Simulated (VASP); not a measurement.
Here is a VASP 6.6.1 calculation.

Contents of INCAR:

```
SYSTEM = ZnAu
  PREC = Accurate
  ENCUT = 520
  EDIFF = 1E-6
  ISMEAR = 0
  SIGMA = 0.1
  LREAL = .False.
  LASPH = .True.
  NELM = 60
  ALGO = Normal
  ISIF = 2
  LWAVE = .False.
  LCHARG = .False.
  GGA = PS
  NBANDS = 18
```

KPOINTS

```
Automatic mesh
0
Gamma
  12 12 12
  0 0 0
```

POSCAR

```
ZnAu
1.0
    3.1919706300     -0.0629400000     -0.0629400000
   -0.0629400000      3.1919706300     -0.0629400000
   -0.0629400000     -0.0629400000      3.1919706300
Zn Au
1 1
Direct
    0.5000000000      0.5000000000      0.5000000000
    0.0000000000      0.0000000000      0.0000000000
```

Potentials or basis: VASP PAW PBE potentials, release 64 (Zn, Au).

Launch:

```console
$ cat potpaw_PBE.64/Zn/POTCAR potpaw_PBE.64/Au/POTCAR > POTCAR
$ mpirun -np 1 vasp_std > vasp.out
```

Estimate the band gap on the k mesh.

zero (an odd number of electrons rules out a gap without spin polarisation).

What does it give for the pressure?

-6.4 GPa.

Stress tensor (GPa, compression positive):
```
-6.43  2.08  2.08
 2.08 -6.43  2.08
 2.08  2.08 -6.43
```

Caveat: the cell differs from its parent crystal (strained); the cell stands under tension; the PAW data sets were made with another functional, which shifts forces and pressure a little; spin-orbit coupling is left out, which moves the levels of the heavy elements.
